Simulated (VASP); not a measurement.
Input of a VASP 6.6.1 run:

File INCAR:

```
SYSTEM = Ti2NbC3
  PREC = Accurate
  ENCUT = 600
  EDIFF = 1E-6
  ISMEAR = 0
  SIGMA = 0.1
  LREAL = .FALSE.
  LASPH = .TRUE.
  NELM = 60
  ALGO = Normal
  ISIF = 3
  LWAVE = .FALSE.
  LCHARG = .FALSE.
  GGA = PE
  IBRION = 2
  NSW = 90
  EDIFFG = -0.04
```

File KPOINTS:

```
regular mesh
0
G
  6 6 4
  0 0 0
```

File POSCAR:

```
Ti2NbC3
1.0
    4.5445491900      0.0000000000      0.0000000000
   -2.2722745900      3.9356950400      0.0000000000
    0.0000000000      0.0000000000      5.5540642900
Ti Nb C
2 1 3
Direct
    0.3333333300      0.6666666700      0.0000000000
    0.6666666700      0.3333333300      0.0000000000
    0.0000000000      0.0000000000      0.5000000000
    0.5000000000      0.0000000000      0.5000000000
    0.0000000000      0.5000000000      0.5000000000
    0.5000000000      0.5000000000      0.5000000000
```

Potentials or basis: VASP PAW PBE potentials, release 64 (Ti_sv, Nb_sv, C).

Run with:

```sh
$ cat potpaw_PBE.64/Ti_sv/POTCAR potpaw_PBE.64/Nb_sv/POTCAR potpaw_PBE.64/C/POTCAR > POTCAR
$ mpirun -np 1 vasp_std > vasp.out
```

Question: Estimate the space group after relaxing (to 0.1 Å).

Answer: P6/mmm (No. 191).

Question: Predict the band gap on the k mesh.

Answer: Zero (an odd number of electrons rules out a gap without spin polarisation).

The path:
```tsv
step	energy change (eV)	largest force (eV/Å)	pressure (GPa)	volume (Å³)
1	0.0000	0.0000	-22.61	99.34
2	-4.9603	0.0000	3.64	69.00
3	-5.4493	0.0000	19.46	63.25
4	-7.5221	0.0000	33.74	57.98
5	-8.0823	0.0000	51.23	54.83
6	-9.9218	0.0000	20.61	59.30
7	-10.7291	0.0000	-0.96	64.09
8	-10.8379	0.0000	-7.76	66.14
9	-10.8499	0.0000	-10.24	67.00
10	-11.0201	0.0000	-6.21	65.94
11	-11.0866	0.0000	-1.72	64.94
12	-11.0881	0.0000	-0.91	64.76
13	-11.0880	0.0000	-1.10	64.80
14	-11.0891	0.0000	-0.49	64.61
```

Caveat: the volume moved by over 15 % at a fixed basis, so the end points are rough.
